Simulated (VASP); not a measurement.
# SiO2: single point with PBEsol

The system is SiO2.

```
Si O
1.0
    -2.45068    2.45068    3.86486
     2.45068   -2.45068    3.86486
     2.45068    2.45068   -3.86486
Si O
2 4
Direct
  0.00000 0.00000 0.00000
  0.75000 0.25000 0.50000
  0.99838 0.62500 0.87338
  0.37500 0.24838 0.37338
  0.75162 0.12500 0.12662
  0.87500 0.00162 0.62662
```

* Program: VASP 6.6.1
* Task: single point
* Functional: PBEsol
* Potentials or basis: VASP PAW PBE potentials, release 64 (Si, O)
* Cutoff: 520 eV
* k mesh: 6 × 6 × 6
* Occupations: gaussian, width 0.01 eV
* Spin: no spin polarisation

```yaml
Pressure: -11.9 GPa
Largest_force: 1.038 eV/Å
Band_gap_on_the_k_mesh: 5.29 eV, direct
```

Forces on the atoms (eV/Å):
```
Si   0.000  0.000  0.000
Si   0.000  0.000  0.000
O    0.000 -1.038  0.000
O   -1.038  0.000  0.000
O    0.000  1.038  0.000
O    1.038  0.000  0.000
```

Stress tensor (GPa, compression positive):
```
-11.14   0.00   0.00
  0.00 -11.14   0.00
  0.00   0.00 -13.51
```

Levels at points of the mesh, in eV from the valence-band top:
| k point | band 14 | band 15 | band 16 | band 17 | band 18 | band 19 |
| --- | --- | --- | --- | --- | --- | --- |
| (0.00, 0.00, 0.00) | -1.09 | 0.00 | 0.00 | 5.29 | 8.20 | 10.33 |
| (0.50, 0.00, 0.00) | -0.66 | -0.26 | -0.16 | 7.28 | 8.71 | 9.31 |
| (0.50, 0.50, 0.00) | -0.65 | -0.23 | -0.23 | 8.44 | 8.44 | 9.37 |
| (0.50, 0.50, 0.50) | -1.41 | -0.09 | -0.09 | 8.31 | 8.31 | 9.01 |

Run time: 92 s on 1 thread of AMD EPYC 9R14 (Zen 4), with other jobs on the host, peak memory 0.21 GiB.

Caveat: the PAW data sets were made with another functional, which shifts forces and pressure a little. PBEsol gaps usually lie below the measured ones, often by a third to a half.
